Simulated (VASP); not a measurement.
# Si4O7 (a cell with a defect) in VASP: a series of runs

Runs on Si4O7 (a cell with a defect). Level: PBE. Tasks: single point.

All numbers are computed with VASP 6.6.1; they aren't measurements. Logs are shortened: lines on timing, memory, paths and dates and some standing lists are left out, and cuts for length are marked.

### 1 The cell of the first run

The cell holds a defect, 11 atoms: a = 5.018 Å, b = 5.018 Å, c = 5.018 Å, α = 106.70°, β = 106.70°, γ = 115.16°.

### 2 Single point, PBE

Input file INCAR:

```
ALGO = Normal
EDIFF = 1E-7
ENCUT = 520
GGA = PE
ISIF = 2
ISMEAR = 0
LASPH = T
LCHARG = F
LREAL = F
LWAVE = F
NBANDS = 40
NELM = 60
PREC = Accurate
SIGMA = 0.05
```

Input file KPOINTS:

```
k-points
0
Gamma
  6 6 6
```

Input file POSCAR:

```
Si4O7
1.0
    0.0000000000      4.2357990674     -2.6899428419
    0.0000000000     -4.2357990674     -2.6899428419
   -4.2357990674      0.0000000000      2.6899428419
Si O
4 7
Direct
    0.2500000000      0.7500000000      0.5000000000
    0.7500000000      0.2500000000      0.5000000000
    0.0000000000      0.0000000000      1.0000000000
    0.5000000000      0.5000000000      1.0000000000
    1.0000000000      0.3069827092      0.3069827092
    0.5569827092      0.7500000000      0.8069827092
    0.0569827092      0.2500000000      0.8069827092
    0.0000000000      0.6930172908      0.6930172908
    0.4373990506      0.2412716135      0.6786706641
    0.9430172908      0.7500000000      0.1930172908
    0.4430172908      0.2500000000      0.1930172908
```

Potentials or basis: VASP PAW PBE potentials, release 64 (Si, O).

Started as:

```sh
$ cat potpaw_PBE.64/Si/POTCAR potpaw_PBE.64/O/POTCAR > POTCAR
$ mpirun -np 1 vasp_std > vasp.out
```

OUTCAR:

```text
EDIFF = 1E-7
   ENCUT = 520
   GGA = PE
   ISIF = 2
   ISMEAR = 0
   LASPH = T
   LREAL = F
   NELM = 60
   PREC = Accurate

 ion  position               nearest neighbor table
   1  0.250  0.750  0.500-   5 1.77   8 1.77   6 1.84  10 1.84   9 2.01   2 2.69   2 2.69
   2  0.750  0.250  0.500-   5 1.77   8 1.77   7 1.84  11 1.84   9 2.01   1 2.69   1 2.69
   3  0.000  0.000  0.000-   6 1.77   7 1.77  10 1.77  11 1.77   5 1.84   8 1.84   4 2.69   4 2.69

   4  0.500  0.500  0.000-   9 1.59   7 1.77   6 1.77  10 1.77  11 1.77   3 2.69   3 2.69
   5  0.000  0.307  0.307-   1 1.77   2 1.77   3 1.84
   6  0.557  0.750  0.807-   3 1.77   4 1.77   1 1.84
   7  0.057  0.250  0.807-   3 1.77   4 1.77   2 1.84
   8  0.000  0.693  0.693-   1 1.77   2 1.77   3 1.84
   9  0.437  0.241  0.679-   4 1.59   2 2.01   1 2.01
  10  0.943  0.750  0.193-   3 1.77   4 1.77   1 1.84
  11  0.443  0.250  0.193-   3 1.77   4 1.77   2 1.84

  LATTYP: Found a body centered tetragonal cell.
 ALAT       =     5.9903244886
 C/A-ratio  =     0.8980958701

  Lattice vectors:

 A1 = (   0.0000000000,   4.2357990674,  -2.6899428419)
 A2 = (   0.0000000000,  -4.2357990674,  -2.6899428419)
 A3 = (  -4.2357990674,   0.0000000000,   2.6899428419)

Analysis of symmetry for initial positions (statically):
=====================================================================
 Subroutine PRICEL returns:
 Original cell was already a primitive cell.

 Routine SETGRP: Setting up the symmetry group for a
 body centered tetragonal supercell.

 Subroutine GETGRP returns: Found  2 space group operations
 (whereof  2 operations were pure point group operations)
 out of a pool of 16 trial point group operations.

The static configuration has the point symmetry C_1h.

Analysis of symmetry for dynamics (positions and initial velocities):
=====================================================================
 Subroutine PRICEL returns:
 Original cell was already a primitive cell.

 Routine SETGRP: Setting up the symmetry group for a
 body centered tetragonal supercell.

 Subroutine GETGRP returns: Found  2 space group operations
 (whereof  2 operations were pure point group operations)
 out of a pool of 16 trial point group operations.

The dynamic configuration has the point symmetry C_1h.

 Subroutine INISYM returns: Found  2 space group operations
 (whereof  2 operations are pure point group operations),
 and found     1 'primitive' translations

----------------------------------------------------------------------------------------

                                     Primitive cell

  volume of cell :      96.5259

  direct lattice vectors                    reciprocal lattice vectors
     0.000000000  4.235799067 -2.689942842    -0.118041482  0.118041482 -0.185877556
     0.000000000 -4.235799067 -2.689942842    -0.118041482 -0.118041482 -0.185877556
    -4.235799067  0.000000000  2.689942842    -0.236082964  0.000000000  0.000000000

  length of vectors
     5.017747127  5.017747127  5.017747127     0.249836044  0.249836044  0.236082964

  position of ions in fractional coordinates (direct lattice)
     0.250000000  0.750000000  0.500000000
     0.750000000  0.250000000  0.500000000
     0.000000000  0.000000000  0.000000000
     0.500000000  0.500000000  0.000000000
     0.000000000  0.306982709  0.306982709
     0.556982709  0.750000000  0.806982709
     0.056982709  0.250000000  0.806982709
     0.000000000  0.693017291  0.693017291
     0.437399051  0.241271613  0.678670664
     0.943017291  0.750000000  0.193017291
     0.443017291  0.250000000  0.193017291

  ion indices of the primitive-cell ions
   primitive index   ion index
                 1           1
                 2           2
                 3           3
                 4           4
                 5           5
                 6           6
                 7           7
                 8           8
                 9           9
                10          10
                11          11

----------------------------------------------------------------------------------------

 KPOINTS: k-points

Automatic generation of k-mesh.
 Grid dimensions read from file:
 generate k-points for:    6    6    6

 Generating k-lattice:

  Cartesian coordinates                     Fractional coordinates (reciprocal lattice)
    -0.019673580  0.019673580 -0.030979593     0.166666667  0.000000000  0.000000000
    -0.019673580 -0.019673580 -0.030979593     0.000000000  0.166666667  0.000000000
    -0.039347161  0.000000000  0.000000000     0.000000000  0.000000000  0.166666667

  Length of vectors
     0.041639341  0.041639341  0.039347161

  Shift w.r.t. Gamma in fractional coordinates (k-lattice)
     0.000000000  0.000000000  0.000000000

 Subroutine IBZKPT returns following result:
 ===========================================

 Found     68 irreducible k-points:

 Following reciprocal coordinates:
            Coordinates               Weight
  0.000000  0.000000  0.000000      1.000000
  0.166667  0.000000 -0.000000      4.000000
  0.166667  0.000000 -0.166667      4.000000
  0.333333  0.000000  0.000000      4.000000
  0.333333  0.000000 -0.333333      4.000000
  0.500000 -0.000000  0.000000      2.000000
[... 16 lines left out ...]
  0.000000  0.000000  0.166667      2.000000
  0.333333  0.333333  0.000000      4.000000
 [... further k-points ...]
   k-points           NKPTS =     68   k-points in BZ     NKDIM =     68   number of bands    NBANDS=     40
   number of dos      NEDOS =    301   number of ions     NIONS =     11
   total plane-waves  NPLWV =  64000
   dimension x,y,z NGX =    40 NGY =   40 NGZ =   40
   dimension x,y,z NGXF=    80 NGYF=   80 NGZF=   80
   ions per type =               4   7
   NGX,Y,Z   is equivalent  to a cutoff of  13.25, 13.25, 13.25 a.u.
   NGXF,Y,Z  is equivalent  to a cutoff of  26.51, 26.51, 26.51 a.u.
 SYSTEM =  unknown system
   PREC   = accura    normal or accurate (medium, high low for compatibility)
   ISTART =      0    job   : 0-new  1-cont  2-samecut
   ICHARG =      2    charge: 1-file 2-atom 10-const
   ISPIN  =      1    spin polarized calculation?
   LNONCOLLINEAR =      F non collinear calculations
   LSORBIT =      F    spin-orbit coupling
   LASPH  =      T    aspherical Exc in radial PAW
   ENCUT  =  520.0 eV  38.22 Ry    6.18 a.u.   9.33  9.33  9.33*2*pi/ulx,y,z
   NELM   =     60;   NELMIN=  2; NELMDL= -5     # of ELM steps
   EDIFF  = 0.1E-06   stopping-criterion for ELM
   LREAL  =      F    real-space projection
   EDIFFG = 0.1E-05   stopping-criterion for IOM
   NSW    =      0    number of steps for IOM
   IBRION =     -1    ionic relax: 0-MD 1-quasi-New 2-CG
   NFREE  =      0    steps in history (QN), initial steepest desc. (CG)
   ISIF   =      2    stress and relaxation
   ISYM   =      2    0-nonsym 1-usesym 2-fastsym
   POTIM  = 0.5000    time-step for ionic-motion
   TEBEG  =    0.0;   TEEND  =   0.0 temperature during run
   PSTRESS=    0.0 pullay stress
   NELECT =      58.0000    total number of electrons
   NUPDOWN=      -1.0000    fix difference up-down
   EMIN   =  10.00;   EMAX   =-10.00  energy-range for DOS
   EFERMI =   0.00;   METHOD = LEGACY
   ISMEAR =     0;   SIGMA  =   0.05  broadening in eV -4-tet -1-fermi 0-gaus
   EFERMI_NEDOS =   21; number of points for ismear=-14 and -15
   IALGO  =     38    algorithm
   IMIX   =      4    mixing-type and parameters
     AMIX     =   0.40;   BMIX     =  1.00
     AMIX_MAG =   1.60;   BMIX_MAG =  1.00
  volume/ion in A,a.u.               =       8.78        59.22
  Fermi-wavevector in a.u.,A,eV,Ry     =   1.381453  2.610568 25.965543  1.908414
  Thomas-Fermi vector in A             =   2.506236
   LORBIT       =      0    0 simple, 1 ext, 2 COOP (PROOUT), +10 PAW based schemes
   GGA     = PE    functional components
   LHFCALC =     F    Hartree Fock is set to
   AEXX    =    0.0000 exact exchange contribution
   IVDW    =     0    specifies the selected vdW correction
   LEPSILON=     F    determine dielectric tensor
   LRPA    =     F    only Hartree local field effects (RPA)
 non-spin polarized calculation
 Gauss-broadening in eV      SIGMA  =   0.05
  energy-cutoff  :      520.00
  volume of cell :       96.53
 maximum number of plane-waves:      2644
 NGX is ok and might be reduce to    40
   NGX = 19   NGY = 19   NGZ = 19

 number of electron      58.0000014 magnetization

 Free energy of the ion-electron system (eV)
  ---------------------------------------------------
  ext. energy  EPLUGINS =         0.00000000
  ---------------------------------------------------
  free energy    TOTEN  =       -79.81631112 eV

  energy without entropy =      -79.81631112  energy(sigma->0) =      -79.81631112

 E-fermi :   8.5491     XC(G=0): -11.7274

 val. band max:        8.2791010154   @ k =   0.5000  -0.1667   0.1667
 cond. band min:      10.2477069320   @ k =   0.5000  -0.0000   0.5000
 fundamental gap:      1.9686059166
 Fermi energy:         8.5490678763

 k-point     1 :       0.0000    0.0000    0.0000
  band No.  band energies     occupation
      1     -14.8503      2.00000
      2     -12.3380      2.00000
      3     -12.0132      2.00000
      4     -11.7612      2.00000
      5     -11.4483      2.00000
      6     -11.1870      2.00000
[... 32 lines left out ...]
     39      17.6882      0.00000
     40      18.2634      0.00000

 k-point     2 :       0.1667    0.0000   -0.0000
  band No.  band energies     occupation
      1     -14.7082      2.00000
      2     -12.4750      2.00000
      3     -12.2273      2.00000
      4     -11.6486      2.00000
      5     -11.4540      2.00000
      6     -11.2624      2.00000
[... 32 lines left out ...]
     39      18.0342      0.00000
     40      18.3524      0.00000

 k-point     3 :       0.1667    0.0000   -0.1667
  band No.  band energies     occupation
      1     -14.7120      2.00000
      2     -12.4871      2.00000
      3     -12.1782      2.00000
      4     -11.7502      2.00000
      5     -11.3758      2.00000
      6     -11.2477      2.00000
[... 32 lines left out ...]
     39      17.9403      0.00000
     40      18.5102      0.00000

 k-point     4 :       0.3333    0.0000    0.0000
  band No.  band energies     occupation
      1     -14.3083      2.00000
      2     -12.9478      2.00000
      3     -12.4373      2.00000
      4     -11.6895      2.00000
      5     -11.4740      2.00000
      6     -11.2417      2.00000
[... 32 lines left out ...]
     39      18.3087      0.00000
     40      18.7562      0.00000
[... 772 lines left out ...]
     39      17.8718      0.00000
     40      18.1670      0.00000

 k-point    23 :       0.0000    0.0000    0.1667
  band No.  band energies     occupation
      1     -14.7253      2.00000
      2     -12.3563      2.00000
      3     -12.3525      2.00000
      4     -11.7081      2.00000
      5     -11.4076      2.00000
      6     -11.1924      2.00000
[... 32 lines left out ...]
     39      17.9048      0.00000
     40      18.6954      0.00000

 k-point    24 :       0.3333    0.3333    0.0000
  band No.  band energies     occupation
      1     -13.7163      2.00000
      2     -13.4715      2.00000
      3     -12.8226      2.00000
      4     -11.6517      2.00000
      5     -11.3308      2.00000
      6     -11.2006      2.00000
[... 32 lines left out ...]
     39      18.0289      0.00000
     40      18.5370      0.00000

 [... further k-points ...]
[... 5 lines left out ...]
  --------------------------------------------------------------------------------------
  -------------------------------------------------------------------------------------
  Total        4.5881621      1.4750428     -1.1383727      2.0473799      0.0000000      0.0000000
  in kB       76.1562569     24.4833839    -18.8951924     33.9832789      0.0000000      0.0000000
  external PRESSURE =      27.2481495 kB  Pullay stress =       0.0000000 kB

 VOLUME and BASIS-vectors are now :
 -----------------------------------------------------------------------------
  energy-cutoff  :      520.00
  volume of cell :       96.53
      direct lattice vectors                 reciprocal lattice vectors
     0.000000000  4.235799067 -2.689942842    -0.118041482  0.118041482 -0.185877556
     0.000000000 -4.235799067 -2.689942842    -0.118041482 -0.118041482 -0.185877556
    -4.235799067  0.000000000  2.689942842    -0.236082964  0.000000000  0.000000000

 POSITION                                       TOTAL-FORCE (eV/Angst)
 -----------------------------------------------------------------------------------
     -2.11790     -2.11790     -1.34497        -0.308297     -0.770058     -1.693024
     -2.11790      2.11790     -1.34497        -0.308297     -0.770058      1.693024
      0.00000      0.00000      0.00000        -0.060639     -0.206981     -0.000000
      0.00000      0.00000     -2.68994        -1.218894     -0.675887     -0.000000
     -1.30032     -1.30032      0.00000         0.362486     -0.034249      0.000000
     -3.41822     -0.81758     -1.34497        -0.719210     -2.181320     -1.616424
     -3.41822     -0.81758      1.34497        -0.719210     -2.181320      1.616424
     -2.93548     -2.93548      0.00000        -0.105153     -0.041291     -0.000000
     -2.87471      0.83076      0.00000         2.936987      7.265442     -0.000000
     -0.81758      0.81758     -4.03491         0.070113     -0.202140      0.268323
     -0.81758      0.81758     -1.34497         0.070113     -0.202140     -0.268323
 -----------------------------------------------------------------------------------
    total drift:                               -0.000000      0.000271      0.000002

  FREE ENERGIE OF THE ION-ELECTRON SYSTEM (eV)
  ---------------------------------------------------
  free  energy   TOTEN  =       -79.8163111181 eV

  energy  without entropy=      -79.8163111181  energy(sigma->0) =      -79.81631112
```

It took 2.5 min on 1 thread of Intel Xeon 6975P-C (Granite Rapids), shared host; peak memory 0.34 GiB.

Results:

- Free energy: -79.8163 eV
- Pressure: 2.7 GPa
- Largest force: 7.837 eV/Å
- Band gap on the k mesh: 1.97 eV

Forces in eV/Å, atoms in the order of the input:
```
Si  -0.308 -0.770 -1.693
Si  -0.308 -0.770  1.693
Si  -0.061 -0.207  0.000
Si  -1.219 -0.676  0.000
O    0.362 -0.034  0.000
O   -0.719 -2.181 -1.616
O   -0.719 -2.181  1.616
O   -0.105 -0.041  0.000
O    2.937  7.265  0.000
O    0.070 -0.202  0.268
O    0.070 -0.202 -0.268
```

Stress tensor (GPa, compression positive):
```
 7.62  3.40  0.00
 3.40  2.45  0.00
 0.00  0.00 -1.89
```

Caveat: the cell differs from its parent crystal (atoms taken out, atom 9 moved -0.125 of the way to it and -0.375 Å across, host rigid).

### 3 Single point, PBE

Changes to INCAR since step 2:

```diff
@@ -1,3 +1,3 @@
 ALGO = Normal
-EDIFF = 1E-7
+EDIFF = 1E-6
 ENCUT = 520
```

KPOINTS is that of step 2.

Changes to POSCAR since step 2:

```diff
@@ -16,3 +16,3 @@
     0.0000000000      0.6930172908      0.6930172908
-    0.4373990506      0.2412716135      0.6786706641
+    0.4165320675      0.0965086454      0.5130407129
     0.9430172908      0.7500000000      0.1930172908
```

Potentials or basis: VASP PAW PBE potentials, release 64 (Si, O).

Started as:

```sh
$ cat potpaw_PBE.64/Si/POTCAR potpaw_PBE.64/O/POTCAR > POTCAR
$ mpirun -np 1 vasp_std > vasp.out
```

Wall time 1.9 min (1 thread of Intel Xeon 6975P-C (Granite Rapids), shared host); peak memory 0.34 GiB.

The run converged. Its results:

- Free energy: -76.7856 eV
- Pressure: 16.8 GPa
- Largest force: 10.221 eV/Å
- Band gap on the k mesh: 0.87 eV

Forces in eV/Å, atoms in the order of the input:
```
Si   2.264  3.616  3.775
Si   2.264  3.616 -3.775
Si  -0.389  0.041  0.000
Si  -3.396 -2.919  0.000
O    0.206  0.107  0.000
O    1.008 -0.421 -0.766
O    1.008 -0.421  0.766
O   -0.152 -0.104  0.000
O   -9.724 -3.148  0.000
O    3.454 -0.184  2.740
O    3.454 -0.184 -2.740
```

Stress tensor (GPa, compression positive):
```
10.85 -4.43  0.00
-4.43  9.39  0.00
 0.00  0.00 30.19
```

Levels at points of the mesh, in eV from the valence-band top:
```
           k point  band 25  band 26  band 27  band 28  band 29  band 30  band 31  band 32  band 33  band 34
(0.00, 0.00, 0.00)    -5.16    -4.86    -4.42    -3.89    -2.28     0.98     2.76     3.14     3.33     4.88
(0.50, 0.00, 0.00)    -5.39    -5.12    -4.87    -4.34    -0.33     1.50     2.20     3.67     4.04     4.65
(0.50, 0.00, 0.50)    -5.75    -4.71    -4.55    -4.29    -0.38     1.21     1.89     3.61     4.62     5.13
(0.50, 0.50, 0.00)    -5.53    -5.10    -4.88    -4.74    -1.03     1.22     3.84     3.89     4.05     4.66
(0.00, 0.00, 0.50)    -5.77    -5.08    -5.08    -4.78    -0.62     1.36     2.85     3.63     4.37     4.54
(0.50, 0.50, 0.50)    -5.90    -5.79    -5.60    -5.17    -0.01     1.37     2.53     3.07     4.45     4.75
```

Caveat: the cell differs from its parent crystal (atoms taken out, atom 9 moved 0.250 of the way to it and -0.500 Å across, host rigid).
